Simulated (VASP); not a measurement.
# Ca (P6_3/mmc) in VASP: further runs

The runs below take Ca through single point, with PBEsol.

Program: VASP 6.6.1. These are calculated values, not measurements. Logs are shortened: lines on timing, memory, paths and dates and some standing lists are left out, and cuts for length are marked.

### Step 1. The cell of the first run

It takes space group P6_3/mmc (No. 194, hexagonal). The conventional cell has a = 3.980 Å, b = 3.980 Å, c = 5.998 Å, α = 90.00°, β = 90.00°, γ = 120.00°. Within 5.0 Å of Ca (site symmetry -6m2) lie 12 Ca at 3.78 to 3.98 Å.

### Step 2. Single point, PBEsol (strain +0.000 along x and y, -0.080 along z)

INCAR reads:

```
  PREC = Accurate
  ENCUT = 520
  EDIFF = 1E-7
  ISMEAR = 0
  SIGMA = 0.15
  LREAL = False
  LASPH = True
  NELM = 100
  ALGO = Normal
  ISIF = 2
  LWAVE = False
  LCHARG = False
  GGA = PS
  NBANDS = 17
```

KPOINTS reads:

```
Automatic mesh
0
Gamma
  12 12 8
```

POSCAR reads:

```
Ca
1.0
    3.9799995206      0.0000000000      0.0000000000
   -1.9899997603      3.4467806919      0.0000000000
    0.0000000000      0.0000000000      5.9984000000
Ca
2
Direct
    0.3333333333      0.6666666667      0.2500000000
    0.6666666667      0.3333333333      0.7500000000
```

Potentials or basis: VASP PAW PBE potentials, release 64 (Ca_sv).

Command:

```console
cat potpaw_PBE.64/Ca_sv/POTCAR > POTCAR
mpirun -np 1 vasp_std > vasp.out
```

OUTCAR:

```text
PREC = Accurate
   ENCUT = 520
   EDIFF = 1E-7
   ISMEAR = 0
   LREAL = False
   LASPH = True
   NELM = 100
   ISIF = 2
   GGA = PS

 ion  position               nearest neighbor table
   1  0.333  0.667  0.250-
   2  0.667  0.333  0.750-

  LATTYP: Found a hexagonal cell.
 ALAT       =     3.9799995206
 C/A-ratio  =     1.5071358599

  Lattice vectors:

 A1 = (   3.9799995206,   0.0000000000,   0.0000000000)
 A2 = (  -1.9899997603,   3.4467806919,   0.0000000000)
 A3 = (   0.0000000000,   0.0000000000,   5.9984000000)

Analysis of symmetry for initial positions (statically):
=====================================================================
 Subroutine PRICEL returns:
 Original cell was already a primitive cell.

 Routine SETGRP: Setting up the symmetry group for a
 hexagonal supercell.

 Subroutine GETGRP returns: Found 24 space group operations
 (whereof 12 operations were pure point group operations)
 out of a pool of 24 trial point group operations.

The static configuration has the point symmetry D_3d.
 The point group associated with its full space group is D_6h.

Analysis of symmetry for dynamics (positions and initial velocities):
=====================================================================
 Subroutine PRICEL returns:
 Original cell was already a primitive cell.

 Routine SETGRP: Setting up the symmetry group for a
 hexagonal supercell.

 Subroutine GETGRP returns: Found 24 space group operations
 (whereof 12 operations were pure point group operations)
 out of a pool of 24 trial point group operations.

The dynamic configuration has the point symmetry D_3d.
 The point group associated with its full space group is D_6h.

 Subroutine INISYM returns: Found 24 space group operations
 (whereof 12 operations are pure point group operations),
 and found     1 'primitive' translations

----------------------------------------------------------------------------------------

                                     Primitive cell

  volume of cell :      82.2872

  direct lattice vectors                    reciprocal lattice vectors
     3.979999521  0.000000000  0.000000000     0.251256312  0.145062899  0.000000000
    -1.989999760  3.446780692  0.000000000     0.000000000  0.290125798  0.000000000
     0.000000000  0.000000000  5.998400000     0.000000000  0.000000000  0.166711123

  length of vectors
     3.979999521  3.979999521  5.998400000     0.290125798  0.290125798  0.166711123

  position of ions in fractional coordinates (direct lattice)
     0.333333333  0.666666667  0.250000000
     0.666666667  0.333333333  0.750000000

  ion indices of the primitive-cell ions
   primitive index   ion index
                 1           1
                 2           2

----------------------------------------------------------------------------------------

 KPOINTS: Automatic mesh

Automatic generation of k-mesh.
 Grid dimensions read from file:
 generate k-points for:   12   12    8

 Generating k-lattice:

  Cartesian coordinates                     Fractional coordinates (reciprocal lattice)
     0.020938026  0.012088575  0.000000000     0.083333333  0.000000000  0.000000000
     0.000000000  0.024177150  0.000000000     0.000000000  0.083333333  0.000000000
     0.000000000  0.000000000  0.020838890     0.000000000  0.000000000  0.125000000

  Length of vectors
     0.024177150  0.024177150  0.020838890

  Shift w.r.t. Gamma in fractional coordinates (k-lattice)
     0.000000000  0.000000000  0.000000000

 Subroutine IBZKPT returns following result:
 ===========================================

 Found     95 irreducible k-points:

 Following reciprocal coordinates:
            Coordinates               Weight
  0.000000  0.000000  0.000000      1.000000
  0.083333 -0.000000  0.000000      6.000000
  0.166667 -0.000000  0.000000      6.000000
  0.250000  0.000000  0.000000      6.000000
  0.333333  0.000000  0.000000      6.000000
  0.416667 -0.000000  0.000000      6.000000
[... 16 lines left out ...]
  0.250000  0.000000  0.125000     12.000000
  0.333333  0.000000  0.125000     12.000000
 [... further k-points ...]
   k-points           NKPTS =     95   k-points in BZ     NKDIM =     95   number of bands    NBANDS=     17
   number of dos      NEDOS =    301   number of ions     NIONS =      2
   total plane-waves  NPLWV =  43200
   dimension x,y,z NGX =    30 NGY =   30 NGZ =   48
   dimension x,y,z NGXF=    60 NGYF=   60 NGZF=   96
   ions per type =               2
   NGX,Y,Z   is equivalent  to a cutoff of  12.53, 12.53, 13.30 a.u.
   NGXF,Y,Z  is equivalent  to a cutoff of  25.06, 25.06, 26.61 a.u.
 SYSTEM =  unknown system
   PREC   = accura    normal or accurate (medium, high low for compatibility)
   ISTART =      0    job   : 0-new  1-cont  2-samecut
   ICHARG =      2    charge: 1-file 2-atom 10-const
   ISPIN  =      1    spin polarized calculation?
   LNONCOLLINEAR =      F non collinear calculations
   LSORBIT =      F    spin-orbit coupling
   LASPH  =      T    aspherical Exc in radial PAW
   ENCUT  =  520.0 eV  38.22 Ry    6.18 a.u.   7.40  7.40 11.15*2*pi/ulx,y,z
   NELM   =    100;   NELMIN=  2; NELMDL= -5     # of ELM steps
   EDIFF  = 0.1E-06   stopping-criterion for ELM
   LREAL  =      F    real-space projection
   EDIFFG = 0.1E-05   stopping-criterion for IOM
   NSW    =      0    number of steps for IOM
   IBRION =     -1    ionic relax: 0-MD 1-quasi-New 2-CG
   NFREE  =      0    steps in history (QN), initial steepest desc. (CG)
   ISIF   =      2    stress and relaxation
   ISYM   =      2    0-nonsym 1-usesym 2-fastsym
   POTIM  = 0.5000    time-step for ionic-motion
   TEBEG  =    0.0;   TEEND  =   0.0 temperature during run
   PSTRESS=    0.0 pullay stress
   NELECT =      20.0000    total number of electrons
   NUPDOWN=      -1.0000    fix difference up-down
   EMIN   =  10.00;   EMAX   =-10.00  energy-range for DOS
   EFERMI =   0.00;   METHOD = LEGACY
   ISMEAR =     0;   SIGMA  =   0.15  broadening in eV -4-tet -1-fermi 0-gaus
   EFERMI_NEDOS =   21; number of points for ismear=-14 and -15
   IALGO  =     38    algorithm
   IMIX   =      4    mixing-type and parameters
     AMIX     =   0.40;   BMIX     =  1.00
     AMIX_MAG =   1.60;   BMIX_MAG =  1.00
  volume/ion in A,a.u.               =      41.14       277.65
  Fermi-wavevector in a.u.,A,eV,Ry     =   1.021663  1.930662 14.201684  1.043794
  Thomas-Fermi vector in A             =   2.155299
   LORBIT       =      0    0 simple, 1 ext, 2 COOP (PROOUT), +10 PAW based schemes
   GGA     = PS    functional components
   LHFCALC =     F    Hartree Fock is set to
   AEXX    =    0.0000 exact exchange contribution
   IVDW    =     0    specifies the selected vdW correction
   LEPSILON=     F    determine dielectric tensor
   LRPA    =     F    only Hartree local field effects (RPA)
 non-spin polarized calculation
 Gauss-broadening in eV      SIGMA  =   0.15
  energy-cutoff  :      520.00
  volume of cell :       82.29
 maximum number of plane-waves:      2266
 NGX is ok and might be reduce to    30
   NGX = 15   NGY = 15   NGZ = 23

 number of electron      20.0000002 magnetization

 Free energy of the ion-electron system (eV)
  ---------------------------------------------------
  ext. energy  EPLUGINS =         0.00000000
  ---------------------------------------------------
  free energy    TOTEN  =        -4.23537897 eV

  energy without entropy =       -4.20647273  energy(sigma->0) =       -4.22092585

 E-fermi :   2.0563     XC(G=0):  -7.8886

 val. band max:        2.0068449197   @ k =   0.2500   0.1667   0.1250
 cond. band min:       2.0629881322   @ k =   0.1667   0.1667   0.0000
 fundamental gap:      0.0561432125
 Fermi energy:         2.0563138837

 k-point     1 :       0.0000    0.0000    0.0000
  band No.  band energies     occupation
      1     -39.7791      2.00000
      2     -39.7571      2.00000
      3     -20.9505      2.00000
      4     -20.8013      2.00000
      5     -20.8013      2.00000
      6     -20.7683      2.00000
[... 9 lines left out ...]
     16       4.6725      0.00000
     17       4.8135      0.00000

 k-point     2 :       0.0833   -0.0000    0.0000
  band No.  band energies     occupation
      1     -39.7783      2.00000
      2     -39.7570      2.00000
      3     -20.9469      2.00000
      4     -20.8071      2.00000
      5     -20.8035      2.00000
      6     -20.7746      2.00000
[... 9 lines left out ...]
     16       4.7351      0.00000
     17       4.7455      0.00000

 k-point     3 :       0.1667   -0.0000    0.0000
  band No.  band energies     occupation
      1     -39.7760      2.00000
      2     -39.7566      2.00000
      3     -20.9364      2.00000
      4     -20.8231      2.00000
      5     -20.8095      2.00000
      6     -20.7916      2.00000
[... 9 lines left out ...]
     16       4.5522      0.00000
     17       4.9626      0.00000

 k-point     4 :       0.2500    0.0000    0.0000
  band No.  band energies     occupation
      1     -39.7727      2.00000
      2     -39.7563      2.00000
      3     -20.9206      2.00000
      4     -20.8453      2.00000
      5     -20.8174      2.00000
      6     -20.8143      2.00000
[... 9 lines left out ...]
     16       4.9088      0.00000
     17       5.2749      0.00000
[... 343 lines left out ...]
      1     -39.7753      2.00000
      2     -39.7573      2.00000
      3     -20.9314      2.00000
      4     -20.8210      2.00000
      5     -20.8081      2.00000
      6     -20.7986      2.00000
[... 9 lines left out ...]
     16       4.6926      0.00000
     17       4.9691      0.00000

 k-point    23 :       0.2500    0.0000    0.1250
  band No.  band energies     occupation
      1     -39.7721      2.00000
      2     -39.7569      2.00000
      3     -20.9185      2.00000
      4     -20.8416      2.00000
      5     -20.8216      2.00000
      6     -20.8157      2.00000
[... 9 lines left out ...]
     16       4.9216      0.00000
     17       5.2512      0.00000

 k-point    24 :       0.3333    0.0000    0.1250
  band No.  band energies     occupation
      1     -39.7685      2.00000
      2     -39.7568      2.00000
      3     -20.9062      2.00000
      4     -20.8598      2.00000
      5     -20.8434      2.00000
      6     -20.8232      2.00000
[... 9 lines left out ...]
     16       5.3451      0.00000
     17       5.5933      0.00000

 [... further k-points ...]
[... 5 lines left out ...]
  --------------------------------------------------------------------------------------
  -------------------------------------------------------------------------------------
  Total       -0.4004231     -0.4004231      0.7591178     -0.0000000     -0.0000000      0.0000000
  in kB       -7.7964625     -7.7964625     14.7804505     -0.0000000     -0.0000000      0.0000000
  external PRESSURE =      -0.2708248 kB  Pullay stress =       0.0000000 kB

 VOLUME and BASIS-vectors are now :
 -----------------------------------------------------------------------------
  energy-cutoff  :      520.00
  volume of cell :       82.29
      direct lattice vectors                 reciprocal lattice vectors
     3.979999521  0.000000000  0.000000000     0.251256312  0.145062899  0.000000000
    -1.989999760  3.446780692  0.000000000     0.000000000  0.290125798  0.000000000
     0.000000000  0.000000000  5.998400000     0.000000000  0.000000000  0.166711123

 POSITION                                       TOTAL-FORCE (eV/Angst)
 -----------------------------------------------------------------------------------
     -0.00000      2.29785      1.49960         0.000000      0.000000     -0.000000
      1.99000      1.14893      4.49880        -0.000000      0.000000      0.000000
 -----------------------------------------------------------------------------------
    total drift:                               -0.000000      0.000000      0.000000

  FREE ENERGIE OF THE ION-ELECTRON SYSTEM (eV)
  ---------------------------------------------------
  free  energy   TOTEN  =        -4.2353789694 eV

  energy  without entropy=       -4.2064727317  energy(sigma->0) =       -4.22092585
```

Wall time 1.9 min (1 thread of Intel Xeon Platinum 8175M at 2.50GHz (Skylake/Cascade Lake), shared host); peak memory 0.27 GiB.

What came out:

```yaml
Free_energy: -4.2354 eV
Pressure: 0.0 GPa
Band_gap_on_the_k_mesh: zero (band 10 reaches 2.23 eV, above the bottom of band 11 at 1.72 eV)
```

Caveat: the cell differs from its parent crystal (strain +0.000 along x and y, -0.080 along z); the PAW data sets were made with another functional, which shifts forces and pressure a little.

### Step 3. Single point, PBEsol (strain -0.040 along x and y, +0.000 along z)

INCAR reads:

```
  ALGO = Normal
  EDIFF = 1E-7
  ENCUT = 520
  GGA = PS
  ISIF = 2
  ISMEAR = 0
  LASPH = T
  LCHARG = F
  LREAL = F
  LWAVE = F
  NBANDS = 17
  NELM = 80
  PREC = Accurate
  SIGMA = 0.15
```

KPOINTS reads:

```
k-points
0
Gamma
  12 12 8
```

POSCAR reads:

```
Ca
1.0
    3.8207995398      0.0000000000      0.0000000000
   -1.9103997699      3.3089094642      0.0000000000
    0.0000000000      0.0000000000      6.5200000000
Ca
2
Direct
    0.3333333333      0.6666666667      0.2500000000
    0.6666666667      0.3333333333      0.7500000000
```

Potentials or basis: VASP PAW PBE potentials, release 64 (Ca_sv).

Command:

```console
cat potpaw_PBE.64/Ca_sv/POTCAR > POTCAR
mpirun -np 1 vasp_std > vasp.out
```

Run time: 91 s. Hardware: 1 thread of Intel Xeon Platinum 8175M at 2.50GHz (Skylake/Cascade Lake), shared host; peak memory 0.26 GiB.

It converged, with:

```yaml
Free_energy: -4.2650 eV
Pressure: -0.2 GPa
Band_gap_on_the_k_mesh: zero (band 10 reaches 2.26 eV, above the bottom of band 11 at 1.67 eV)
```

Stress tensor (GPa, compression positive):
```
 0.21  0.00  0.00
 0.00  0.21  0.00
 0.00  0.00 -1.00
```

Levels at points of the mesh, in eV from the Fermi level:
| k point | band 6 | band 7 | band 8 | band 9 | band 10 | band 11 | band 12 | band 13 | band 14 | band 15 |
| --- | --- | --- | --- | --- | --- | --- | --- | --- | --- | --- |
| (0.00, 0.00, 0.00) | -22.81 | -22.81 | -22.81 | -4.12 | -1.22 | -0.36 | 2.11 | 2.33 | 2.33 | 2.61 |
| (0.50, 0.00, 0.00) | -22.87 | -22.84 | -22.84 | -1.07 | -0.64 | 0.16 | 0.36 | 1.32 | 1.81 | 2.34 |
| (0.00, 0.00, 0.50) | -22.82 | -22.82 | -22.82 | -3.15 | -3.15 | 1.24 | 1.24 | 2.35 | 2.35 | 2.35 |
| (0.50, 0.00, 0.50) | -22.86 | -22.85 | -22.85 | -0.71 | -0.71 | 0.14 | 0.14 | 1.39 | 1.39 | 2.99 |

Caveat: the cell differs from its parent crystal (strain -0.040 along x and y, +0.000 along z); the PAW data sets were made with another functional, which shifts forces and pressure a little.
